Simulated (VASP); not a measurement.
# LiSi3N2 (C2/m) in VASP: a series of runs

Runs on LiSi3N2. Level: PBE. Tasks: single point, relaxation of cell and atoms.

Everything below comes from runs of VASP 6.6.1. Logs are shortened: lines on timing, memory, paths and dates and some standing lists are left out, and cuts for length are marked.

## Step 1: The cell of the first run

The structure is monoclinic, space group C2/m (No. 12). The conventional cell has a = 9.849 Å, b = 4.288 Å, c = 3.263 Å, α = 90.00°, β = 101.34°, γ = 90.00°. Within 2.8 Å of Li (site symmetry 2/m) lie 6 Si at 2.14 to 2.17 Å. Si (site symmetry m) has 3 N at 2.04 to 2.15 Å and 2 Li at 2.16 to 2.17 Å within 2.7 Å. Within 2.8 Å of Si (site symmetry 2/m) lie 2 Li at 2.14 Å and 4 N at 2.23 to 2.32 Å. Within 2.7 Å of N (site symmetry m) lie 5 Si at 2.04 to 2.32 Å.

The cell was generated, and may not be a known phase.

## Step 2: Single point, PBE

Contents of INCAR:

```
SYSTEM = LiSi3N2
  ALGO = Normal
  EDIFF = 1E-6
  ENCUT = 520
  GGA = PE
  ISIF = 2
  ISMEAR = 0
  LASPH = .True.
  LCHARG = .False.
  LREAL = .False.
  LWAVE = .False.
  NBANDS = 22
  NELM = 80
  PREC = Accurate
  SIGMA = 0.1
```

Contents of KPOINTS:

```
k-points
0
Gamma
  4 4 6
  0 0 0
```

Contents of POSCAR:

```
LiSi3N2
1.0
    4.9244273500     -2.1441890300      0.0000000000
    4.9244273500      2.1441890300      0.0000000000
   -0.6415761000      0.0000000000      3.1994268500
Li Si N
1 3 2
Direct
    0.0000000000      0.0000000000      0.0000000000
    0.1466539100      0.1466539100      0.5891583600
    0.5000000000      0.5000000000      0.0000000000
    0.8533460900      0.8533460900      0.4108416400
    0.3357770700      0.3357770700      0.4213784600
    0.6642229300      0.6642229300      0.5786215400
```

Potentials or basis: VASP PAW PBE potentials, release 64 (Li_sv, Si, N).

The run is started by

```
$ cat potpaw_PBE.64/Li_sv/POTCAR potpaw_PBE.64/Si/POTCAR potpaw_PBE.64/N/POTCAR > POTCAR
$ mpirun -np 1 vasp_std > vasp.out
```

OUTCAR:

```text
SYSTEM = LiSi3N2
   EDIFF = 1E-6
   ENCUT = 520
   GGA = PE
   ISIF = 2
   ISMEAR = 0
   LASPH = .True.
   LREAL = .False.
   NELM = 80
   PREC = Accurate

 ion  position               nearest neighbor table
   1  0.000  0.000  0.000-   3 2.14   3 2.14   2 2.16   4 2.16   2 2.17   4 2.17
   2  0.147  0.147  0.589-   5 2.04   6 2.15   6 2.15   1 2.16   1 2.17   4 2.83   3 3.04   3 3.04
                             3 3.05   3 3.05   4 3.09   4 3.09
   3  0.500  0.500  0.000-   1 2.14   1 2.14   6 2.23   5 2.23   6 2.32   5 2.32   2 3.04   4 3.04
                             2 3.04   4 3.04   4 3.05   2 3.05   2 3.05   4 3.05
   4  0.853  0.853  0.411-   6 2.04   5 2.15   5 2.15   1 2.16   1 2.17   2 2.83   3 3.04   3 3.04
                             3 3.05   3 3.05   2 3.09   2 3.09
   5  0.336  0.336  0.421-   2 2.04   4 2.15   4 2.15   3 2.23   3 2.32
   6  0.664  0.664  0.579-   4 2.04   2 2.15   2 2.15   3 2.23   3 2.32

  LATTYP: Found a base centered monoclinic cell.
 ALAT       =     9.8488547000
 B/A-ratio  =     0.4354189589
 C/A-ratio  =     0.3313197410
 COS(beta)  =    -0.1966143146

  Lattice vectors:

 A1 = (   4.9244273500,  -2.1441890300,   0.0000000000)
 A2 = (   4.9244273500,   2.1441890300,   0.0000000000)
 A3 = (  -0.6415761000,   0.0000000000,   3.1994268500)

Analysis of symmetry for initial positions (statically):
=====================================================================
 Subroutine PRICEL returns:
 Original cell was already a primitive cell.

 Routine SETGRP: Setting up the symmetry group for a
 base centered monoclinic supercell.

 Subroutine GETGRP returns: Found  4 space group operations
 (whereof  4 operations were pure point group operations)
 out of a pool of  4 trial point group operations.

The static configuration has the point symmetry C_2h.

Analysis of symmetry for dynamics (positions and initial velocities):
=====================================================================
 Subroutine PRICEL returns:
 Original cell was already a primitive cell.

 Routine SETGRP: Setting up the symmetry group for a
 base centered monoclinic supercell.

 Subroutine GETGRP returns: Found  4 space group operations
 (whereof  4 operations were pure point group operations)
 out of a pool of  4 trial point group operations.

The dynamic configuration has the point symmetry C_2h.

 Subroutine INISYM returns: Found  4 space group operations
 (whereof  4 operations are pure point group operations),
 and found     1 'primitive' translations

----------------------------------------------------------------------------------------

                                     Primitive cell

  volume of cell :      67.5649

  direct lattice vectors                    reciprocal lattice vectors
     4.924427350 -2.144189030  0.000000000     0.101534648 -0.233188396  0.020360585
     4.924427350  2.144189030  0.000000000     0.101534648  0.233188396  0.020360585
    -0.641576100  0.000000000  3.199426850     0.000000000  0.000000000  0.312555982

  length of vectors
     5.370989790  5.370989790  3.263119989     0.255148322  0.255148322  0.312555982

  position of ions in fractional coordinates (direct lattice)
     0.000000000  0.000000000  0.000000000
     0.146653910  0.146653910  0.589158360
     0.500000000  0.500000000  0.000000000
     0.853346090  0.853346090  0.410841640
     0.335777070  0.335777070  0.421378460
     0.664222930  0.664222930  0.578621540

  ion indices of the primitive-cell ions
   primitive index   ion index
                 1           1
                 2           2
                 3           3
                 4           4
                 5           5
                 6           6

----------------------------------------------------------------------------------------

 KPOINTS: k-points

Automatic generation of k-mesh.
 Grid dimensions read from file:
 generate k-points for:    4    4    6

 Generating k-lattice:

  Cartesian coordinates                     Fractional coordinates (reciprocal lattice)
     0.025383662 -0.058297099  0.005090146     0.250000000  0.000000000  0.000000000
     0.025383662  0.058297099  0.005090146     0.000000000  0.250000000  0.000000000
     0.000000000  0.000000000  0.052092664     0.000000000  0.000000000  0.166666667

  Length of vectors
     0.063787080  0.063787080  0.052092664

  Shift w.r.t. Gamma in fractional coordinates (k-lattice)
     0.000000000  0.000000000  0.000000000

 Subroutine IBZKPT returns following result:
 ===========================================

 Found     34 irreducible k-points:

 Following reciprocal coordinates:
            Coordinates               Weight
  0.000000  0.000000  0.000000      1.000000
  0.250000  0.000000  0.000000      4.000000
  0.500000  0.000000  0.000000      2.000000
  0.250000  0.250000  0.000000      2.000000
  0.500000  0.250000  0.000000      4.000000
 -0.250000  0.250000  0.000000      2.000000
[... 16 lines left out ...]
  0.500000  0.250000  0.333333      4.000000
 -0.250000  0.250000  0.333333      4.000000
 [... further k-points ...]
   k-points           NKPTS =     34   k-points in BZ     NKDIM =     34   number of bands    NBANDS=     22
   number of dos      NEDOS =    301   number of ions     NIONS =      6
   total plane-waves  NPLWV =  38400
   dimension x,y,z NGX =    40 NGY =   40 NGZ =   24
   dimension x,y,z NGXF=    80 NGYF=   80 NGZF=   48
   ions per type =               1   3   2
   NGX,Y,Z   is equivalent  to a cutoff of  12.38, 12.38, 12.23 a.u.
   NGXF,Y,Z  is equivalent  to a cutoff of  24.76, 24.76, 24.45 a.u.
 SYSTEM =  LiSi3N2
   PREC   = accura    normal or accurate (medium, high low for compatibility)
   ISTART =      0    job   : 0-new  1-cont  2-samecut
   ICHARG =      2    charge: 1-file 2-atom 10-const
   ISPIN  =      1    spin polarized calculation?
   LNONCOLLINEAR =      F non collinear calculations
   LSORBIT =      F    spin-orbit coupling
   LASPH  =      T    aspherical Exc in radial PAW
   ENCUT  =  520.0 eV  38.22 Ry    6.18 a.u.   9.99  9.99  6.07*2*pi/ulx,y,z
   NELM   =     80;   NELMIN=  2; NELMDL= -5     # of ELM steps
   EDIFF  = 0.1E-05   stopping-criterion for ELM
   LREAL  =      F    real-space projection
   EDIFFG = 0.1E-04   stopping-criterion for IOM
   NSW    =      0    number of steps for IOM
   IBRION =     -1    ionic relax: 0-MD 1-quasi-New 2-CG
   NFREE  =      0    steps in history (QN), initial steepest desc. (CG)
   ISIF   =      2    stress and relaxation
   ISYM   =      2    0-nonsym 1-usesym 2-fastsym
   POTIM  = 0.5000    time-step for ionic-motion
   TEBEG  =    0.0;   TEEND  =   0.0 temperature during run
   PSTRESS=    0.0 pullay stress
   NELECT =      25.0000    total number of electrons
   NUPDOWN=      -1.0000    fix difference up-down
   EMIN   =  10.00;   EMAX   =-10.00  energy-range for DOS
   EFERMI =   0.00;   METHOD = LEGACY
   ISMEAR =     0;   SIGMA  =   0.10  broadening in eV -4-tet -1-fermi 0-gaus
   EFERMI_NEDOS =   21; number of points for ismear=-14 and -15
   IALGO  =     38    algorithm
   IMIX   =      4    mixing-type and parameters
     AMIX     =   0.40;   BMIX     =  1.00
     AMIX_MAG =   1.60;   BMIX_MAG =  1.00
  volume/ion in A,a.u.               =      11.26        75.99
  Fermi-wavevector in a.u.,A,eV,Ry     =   1.175298  2.220990 18.794059  1.381324
  Thomas-Fermi vector in A             =   2.311681
   LORBIT       =      0    0 simple, 1 ext, 2 COOP (PROOUT), +10 PAW based schemes
   GGA     = PE    functional components
   LHFCALC =     F    Hartree Fock is set to
   AEXX    =    0.0000 exact exchange contribution
   IVDW    =     0    specifies the selected vdW correction
   LEPSILON=     F    determine dielectric tensor
   LRPA    =     F    only Hartree local field effects (RPA)
 non-spin polarized calculation
 Gauss-broadening in eV      SIGMA  =   0.10
  energy-cutoff  :      520.00
  volume of cell :       67.56
 maximum number of plane-waves:      1848
   NGX = 19   NGY = 19   NGZ = 13

 number of electron      24.9999996 magnetization

 Free energy of the ion-electron system (eV)
  ---------------------------------------------------
  ext. energy  EPLUGINS =         0.00000000
  ---------------------------------------------------
  free energy    TOTEN  =       -29.77690302 eV

  energy without entropy =      -29.76313061  energy(sigma->0) =      -29.77001682

 E-fermi :   7.8432     XC(G=0): -11.0525

 val. band max:        7.8403290243   @ k =   0.2500   0.2500   0.0000
 cond. band min:       7.8462486569   @ k =   0.5000   0.5000   0.5000
 fundamental gap:      0.0059196326
 Fermi energy:         7.8431963522

 k-point     1 :       0.0000    0.0000    0.0000
  band No.  band energies     occupation
      1     -37.0552      2.00000
      2      -8.7931      2.00000
      3      -6.2464      2.00000
      4      -0.7023      2.00000
      5       0.7995      2.00000
      6       1.3678      2.00000
[... 14 lines left out ...]
     21      15.9712      0.00000
     22      17.0934      0.00000

 k-point     2 :       0.2500    0.0000    0.0000
  band No.  band energies     occupation
      1     -37.0550      2.00000
      2      -8.4493      2.00000
      3      -6.5664      2.00000
      4      -1.2201      2.00000
      5      -0.7363      2.00000
      6       0.5503      2.00000
[... 14 lines left out ...]
     21      14.9271      0.00000
     22      15.6810      0.00000

 k-point     3 :       0.5000    0.0000    0.0000
  band No.  band energies     occupation
      1     -37.0547      2.00000
      2      -7.7931      2.00000
      3      -7.2100      2.00000
      4      -1.8704      2.00000
      5      -1.5367      2.00000
      6       1.4520      2.00000
[... 14 lines left out ...]
     21      14.0666      0.00000
     22      14.8570      0.00000
[... 476 lines left out ...]
 k-point    23 :       0.5000    0.2500    0.3333
  band No.  band energies     occupation
      1     -37.0502      2.00000
      2      -7.4835      2.00000
      3      -6.6881      2.00000
      4      -1.4141      2.00000
      5      -0.0881      2.00000
      6       1.1247      2.00000
[... 14 lines left out ...]
     21      15.9170      0.00000
     22      16.2220      0.00000

 k-point    24 :      -0.2500    0.2500    0.3333
  band No.  band energies     occupation
      1     -37.0500      2.00000
      2      -7.2142      2.00000
      3      -6.7651      2.00000
      4      -1.5291      2.00000
      5      -0.1262      2.00000
      6       0.2538      2.00000
[... 14 lines left out ...]
     21      15.1895      0.00000
     22      17.2171      0.00000

 [... further k-points ...]

------------------------ aborting loop because EDIFF is reached ----------------------------------------

  FORCE on cell =-STRESS in cart. coord.  units (eV):
  Direction    XX          YY          ZZ          XY          YZ          ZX
  --------------------------------------------------------------------------------------
  -------------------------------------------------------------------------------------
  Total       -4.9530398      0.0368165      2.1277896      0.0000000      0.0000000      2.5477620
  in kB     -117.4522694      0.8730368     50.4566348      0.0000000      0.0000000     60.4155120
  external PRESSURE =     -22.0408659 kB  Pullay stress =       0.0000000 kB

 VOLUME and BASIS-vectors are now :
 -----------------------------------------------------------------------------
  energy-cutoff  :      520.00
  volume of cell :       67.56
      direct lattice vectors                 reciprocal lattice vectors
     4.924427350 -2.144189030  0.000000000     0.101534648 -0.233188396  0.020360585
     4.924427350  2.144189030  0.000000000     0.101534648  0.233188396  0.020360585
    -0.641576100  0.000000000  3.199426850     0.000000000  0.000000000  0.312555982

 POSITION                                       TOTAL-FORCE (eV/Angst)
 -----------------------------------------------------------------------------------
      0.00000      0.00000      0.00000        -0.000000      0.000000      0.000000
      1.06638      0.00000      1.88497         3.355865      0.000000     -0.143248
      4.92443      0.00000      0.00000        -0.000000      0.000000      0.000000
      8.14090      0.00000      1.31446        -3.355865      0.000000      0.143248
      3.03667      0.00000      1.34817        -0.975490      0.000000      0.629421
      6.17061      0.00000      1.85126         0.975490      0.000000     -0.629421
 -----------------------------------------------------------------------------------
    total drift:                                0.000000      0.000000     -0.000000

  FREE ENERGIE OF THE ION-ELECTRON SYSTEM (eV)
  ---------------------------------------------------
  free  energy   TOTEN  =       -29.7769030222 eV

  energy  without entropy=      -29.7631306080  energy(sigma->0) =      -29.77001682
```

Wall time 64 s (1 thread of Oxide Virtual Turin-like, shared host); peak memory 0.17 GiB.

What came out:

- Free energy: -29.7769 eV
- Largest force: 3.359 eV/Å
- Band gap on the k mesh: zero (an odd number of electrons rules out a gap without spin polarisation)

Forces in eV/Å, atoms in the order of the input:
```
Li   0.000  0.000  0.000
Si   3.356  0.000 -0.143
Si   0.000  0.000  0.000
Si  -3.356  0.000  0.143
N   -0.975  0.000  0.629
N    0.975  0.000 -0.629
```

Caveat: the k points lie up to 0.40 Å⁻¹ apart, too coarse for converged energies and pressures of a metal; the cutoff is under 1.25 times the usual one of these potentials, so pressure, stress and relaxed cells hold a basis-set (Pulay) error; an odd number of electrons without spin polarisation forces a metal; a magnetic or distorted state may lie lower.

## Step 3: Relaxation of cell and atoms, PBE

Contents of INCAR:

```
SYSTEM = LiSi3N2
ALGO = Normal
EDIFF = 1E-6
EDIFFG = -0.04
ENCUT = 600
GGA = PE
IBRION = 2
ISIF = 3
ISMEAR = 0
LASPH = .TRUE.
LCHARG = .FALSE.
LREAL = .FALSE.
LWAVE = .FALSE.
NELM = 100
NSW = 90
PREC = Accurate
SIGMA = 0.1
```

Contents of KPOINTS:

```
k-points
0
G
  4 4 6
  0 0 0
```

POSCAR is that of step 2.

Potentials or basis: VASP PAW PBE potentials, release 64 (Li_sv, Si, N).

The run is started by

```
$ cat potpaw_PBE.64/Li_sv/POTCAR potpaw_PBE.64/Si/POTCAR potpaw_PBE.64/N/POTCAR > POTCAR
$ mpirun -np 1 vasp_std > vasp.out
```

OUTCAR:

```text
SYSTEM = LiSi3N2
   EDIFF = 1E-6
   EDIFFG = -0.04
   ENCUT = 600
   GGA = PE
   IBRION = 2
   ISIF = 3
   ISMEAR = 0
   LASPH = .TRUE.
   LREAL = .FALSE.
   NELM = 100
   NSW = 90
   PREC = Accurate

 ion  position               nearest neighbor table
   1  0.000  0.000  0.000-   3 2.14   3 2.14   2 2.16   4 2.16   2 2.17   4 2.17
   2  0.147  0.147  0.589-   5 2.04   6 2.15   6 2.15   1 2.16   1 2.17   4 2.83   3 3.04   3 3.04
                             3 3.05   3 3.05   4 3.09   4 3.09
   3  0.500  0.500  0.000-   1 2.14   1 2.14   6 2.23   5 2.23   6 2.32   5 2.32   2 3.04   4 3.04
                             2 3.04   4 3.04   4 3.05   2 3.05   2 3.05   4 3.05
   4  0.853  0.853  0.411-   6 2.04   5 2.15   5 2.15   1 2.16   1 2.17   2 2.83   3 3.04   3 3.04
                             3 3.05   3 3.05   2 3.09   2 3.09
   5  0.336  0.336  0.421-   2 2.04   4 2.15   4 2.15   3 2.23   3 2.32
   6  0.664  0.664  0.579-   4 2.04   2 2.15   2 2.15   3 2.23   3 2.32

  LATTYP: Found a base centered monoclinic cell.
 ALAT       =     9.8488547000
 B/A-ratio  =     0.4354189589
 C/A-ratio  =     0.3313197410
 COS(beta)  =    -0.1966143146

  Lattice vectors:

 A1 = (   4.9244273500,  -2.1441890300,   0.0000000000)
 A2 = (   4.9244273500,   2.1441890300,   0.0000000000)
 A3 = (  -0.6415761000,   0.0000000000,   3.1994268500)

Analysis of symmetry for initial positions (statically):
=====================================================================
 Subroutine PRICEL returns:
 Original cell was already a primitive cell.

 Routine SETGRP: Setting up the symmetry group for a
[... 293 lines left out ...]

  energy  without entropy=      -30.7981268536  energy(sigma->0) =      -30.80301335

 E-fermi :   6.4816     XC(G=0): -10.0270

 val. band max:        6.4579871999   @ k =   0.5000   0.5000   0.3333
 cond. band min:       6.5081793763   @ k =   0.2500   0.2500   0.3333
 fundamental gap:      0.0501921764
 Fermi energy:         6.4816337023

 k-point     1 :       0.0000    0.0000    0.0000
  band No.  band energies     occupation
      1     -40.1064      2.00000
      2     -12.0201      2.00000
      3      -9.9363      2.00000
      4      -4.6723      2.00000
      5      -1.6190      2.00000
      6      -0.1365      2.00000
[... 435 lines left out ...]
      5      -2.1669      2.00000
      6      -0.7515      2.00000
[... 8 lines left out ...]
     15       7.7158      0.00000
     16       7.8627      0.00000

 [... further k-points ...]

[... ionic steps 4 to 54 ...]

--------------------------------------- Ionic step       55  -------------------------------------------

 number of electron      24.9999988 magnetization

------------------------ aborting loop because EDIFF is reached ----------------------------------------
[... 75 lines left out ...]
--------------------------------------- Ionic step       57  -------------------------------------------

 number of electron      24.9999988 magnetization

 Free energy of the ion-electron system (eV)
  ---------------------------------------------------
  ext. energy  EPLUGINS =         0.00000000
  ---------------------------------------------------
  free energy    TOTEN  =       -34.73401634 eV

  energy without entropy =      -34.72206816  energy(sigma->0) =      -34.72804225

 E-fermi :   5.8030     XC(G=0):  -9.6384

 val. band max:        5.7847047719   @ k =  -0.2500   0.2500   0.5000
 cond. band min:       5.8268562261   @ k =   0.2500   0.2500   0.1667
 fundamental gap:      0.0421514542
 Fermi energy:         5.8030103373

 k-point     1 :       0.0000    0.0000    0.0000
  band No.  band energies     occupation
      1     -42.2104      2.00000
      2     -12.4261      2.00000
      3     -10.2300      2.00000
      4      -5.4821      2.00000
      5      -0.6758      2.00000
      6      -0.5618      2.00000
[... 480 lines left out ...]
  FREE ENERGIE OF THE ION-ELECTRON SYSTEM (eV)
  ---------------------------------------------------
  free  energy   TOTEN  =       -34.7340163360 eV

  energy  without entropy=      -34.7220681641  energy(sigma->0) =      -34.72804225

 reached required accuracy - stopping structural energy minimisation
```

It took 39 min on 1 thread of Oxide Virtual Turin-like, shared host; peak memory 0.23 GiB.

Results:

```
Free energy                           : -34.7340 eV
Relaxed volume                        : 14.22 Å³/atom
Relaxed cell                          : a = 6.806 Å, b = 6.806 Å, c = 2.718 Å, α = 92.35°, β = 92.35°, γ = 42.72°
Space group after relaxing (to 0.1 Å) : C2/m (No. 12)
Pressure after relaxing               : 0.0 GPa
Largest force after relaxing          : 0.026 eV/Å
Band gap on the k mesh                : zero (an odd number of electrons rules out a gap without spin polarisation)
```

Forces on the atoms (eV/Å):
```
Li   0.000  0.000  0.000
Si  -0.008  0.000  0.011
Si   0.000  0.000  0.000
Si   0.008  0.000 -0.011
N    0.025  0.000 -0.004
N   -0.025  0.000  0.004
```

Final structure:
```
CELL_PARAMETERS angstrom
6.31834 -2.47898 0.50158
6.31834 2.47898 0.50158
-0.33402 0.00000 2.69785
ATOMIC_POSITIONS crystal
Li 0.00000 0.00000 0.00000
Si 0.26781 0.26781 0.46572
Si 0.50000 0.50000 0.00000
Si 0.73219 0.73219 0.53428
N 0.40677 0.40677 0.48104
N 0.59323 0.59323 0.51896
```

Caveat: the k points lie up to 0.39 Å⁻¹ apart in the final cell, too coarse for converged energies and pressures of a metal; the cutoff is under 1.25 times the usual one of these potentials, so pressure, stress and relaxed cells hold a basis-set (Pulay) error; the volume moved by over 15 % at a fixed basis, so the end points are rough; an odd number of electrons without spin polarisation forces a metal; a magnetic or distorted state may lie lower.

The gap in the log of VASP goes by the Fermi energy; the results here count the filled bands.